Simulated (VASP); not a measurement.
Write the native input for VASP 6.6.1 that does the following.

```
Task                   : single point
Functional             : r2SCAN
Dispersion             : rVV10
Potentials or basis    : VASP PAW PBE potentials, release 64 (Li_sv, Nb_sv, O)
Cutoff                 : 520 eV
k mesh                 : 6 × 6 × 6
Occupations            : fermi-dirac, width 0.03 eV
Spin                   : no spin polarisation
Dipole correction      : no
Further INCAR settings : ALGO = Normal; EDIFF = 1e-06; NBANDS = 45
```

LiNbO3:

```
Li Nb O
1.0
     2.55813    1.47694    4.61283
    -2.55813    1.47694    4.61283
     0.00000   -2.95387    4.61283
Li Nb O
2 2 6
Direct
  0.78218 0.78218 0.78218
  0.28218 0.28218 0.28218
  0.50002 0.50002 0.50002
  0.00002 0.00002 0.00002
  0.60603 0.21895 0.86482
  0.86482 0.60603 0.21895
  0.10603 0.36482 0.71895
  0.21895 0.86482 0.60603
  0.71895 0.10603 0.36482
  0.36482 0.71895 0.10603
```

These files were run (other wordings do the same):

POSCAR

```
LiNbO3
1.0
    2.5581289410      1.4769364327      4.6128340477
   -2.5581289410      1.4769364327      4.6128340477
    0.0000000000     -2.9538728654      4.6128340477
Li Nb O
2 2 6
Direct
    0.7821784742      0.7821784742      0.7821784742
    0.2821784742      0.2821784742      0.2821784742
    0.5000172403      0.5000172403      0.5000172403
    1.0000172403      1.0000172403      0.0000172403
    0.6060343600      0.2189541641      0.8648157614
    0.8648157614      0.6060343600      0.2189541641
    0.1060343600      0.3648157614      0.7189541641
    0.2189541641      0.8648157614      0.6060343600
    0.7189541641      0.1060343600      0.3648157614
    0.3648157614      0.7189541641      0.1060343600
```

INCAR.step1

```
ALGO = Normal ; EDIFF = 1E-4
ENCUT = 520 ; GGA = PE
ISMEAR = -1 ; LASPH = T
LCHARG = F ; LREAL = F
LWAVE = T ; NBANDS = 45
NELM = 80 ; PREC = Accurate
SIGMA = 0.03
```

INCAR.step2

```
ALGO = Normal ; BPARAM = 11.95
CPARAM = 0.0093 ; EDIFF = 1E-6
ENCUT = 520 ; ISIF = 2
ISMEAR = -1 ; ISTART = 1
IVDW_NL = 2 ; LASPH = T
LCHARG = F ; LMIXTAU = T
LREAL = F ; LUSE_VDW = T
LWAVE = F ; METAGGA = R2SCAN
NBANDS = 45 ; NELM = 80
PREC = Accurate ; SIGMA = 0.03
```

KPOINTS

```
k-points
0
Gamma
  6 6 6
```

Potentials or basis: VASP PAW PBE potentials, release 64 (Li_sv, Nb_sv, O).

The run is started by

```bash
$ cat potpaw_PBE.64/Li_sv/POTCAR potpaw_PBE.64/Nb_sv/POTCAR potpaw_PBE.64/O/POTCAR > POTCAR
$ cp INCAR.step1 INCAR
$ mpirun -np 1 vasp_std > vasp.out
$ cp INCAR.step2 INCAR
$ mpirun -np 1 vasp_std > vasp.out
```

It gave:

```
Largest force          : 0.025 eV/Å
Band gap on the k mesh : 4.02 eV (least direct gap 4.07 eV)
```

Caveat: the PAW data sets were made with another functional, which shifts forces and pressure a little.

Run time: 11 min on 1 thread of Intel(R) Xeon(R) 6975P-C (Granite Rapids) (shared host), peak memory 0.61 GiB.
